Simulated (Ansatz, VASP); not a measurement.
**Two plane-wave programs on Fe**

File INCAR:

```
PREC = Accurate
ENCUT = 600
EDIFF = 1E-6
ISMEAR = 0
SIGMA = 0.1
LREAL = False
LASPH = True
NELM = 60
ALGO = Normal
ISIF = 3
LWAVE = False
LCHARG = False
GGA = PE
IBRION = 2
NSW = 100
EDIFFG = -0.005
```

File KPOINTS:

```
Automatic mesh
0
Gamma
  21 21 12
```

The input POSCAR:

```
Fe
1.0
    2.4576376783      0.0000000000      0.0000000000
   -1.2288188392      2.1283766627      0.0000000000
    0.0000000000      0.0000000000      3.8930777914
Fe
2
Direct
    0.3333333333      0.6666666667      0.2500000000
    0.6666666667      0.3333333333      0.7500000000
```

Input for Ansatz:

```yaml
crystal:
  lattice:
    - [2.4576376783, 0.0, 0.0]
    - [-1.2288188392, 2.1283766627, 0.0]
    - [0.0, 0.0, 3.8930777914]
  atoms:
    - { symbol: Fe, position: [0.3333333333, 0.6666666667, 0.25] }
    - { symbol: Fe, position: [0.6666666667, 0.3333333333, 0.75] }
basis:
  ecutwfc: 420
kpoints:
  mp_grid: { grid: [21, 21, 12] }
hamiltonian:
  xc: pbe
scf:
  occupations: { method: gaussian, width: 0.1 }
output:
  forces: true
  stress: true
  eigenvalues: true
  write_density: true
  write_potential: true
  elf: true
  volumetric_format: npy
relax:
  adjacent_minimum: "off"
  f_tol: 0.005
  max_steps: 80
  cell: { stress_tol: 0.05 }
```

Alike in both runs: task relaxation of cell and atoms; functional PBE; k mesh 21 × 21 × 12; occupations gaussian, width 0.1 eV; no spin polarisation.

```csv
,VASP,Ansatz
version,VASP 6.6.1,Ansatz 0.2.0
potentials or method,"VASP PAW PBE potentials, release 64 (Fe), cutoff 600 eV","scalar-relativistic, plane waves, PAW"
valence electrons in the cell,16,32
```

VASP gave:

| Item | Value |
| --- | --- |
| gap on the k mesh at the Fermi level, each at its own relaxed structure (eV) | none |
| relaxed volume (Å³/atom) | 10.17 |
| relaxed cell length with the largest relative difference (Å) | 3.886 |

Problem. Estimate Ansatz's values.

Solution. gap on the k mesh at the Fermi level, each at its own relaxed structure (eV): none; relaxed volume (Å³/atom): 10.20; relaxed cell length with the largest relative difference (Å): 3.890.

A gap of «none» marks a metal or a gap that the smearing closes. VASP's potentials hold 16 valence electrons a cell and Ansatz's 32, so a difference there can come from the potentials and not from the codes.
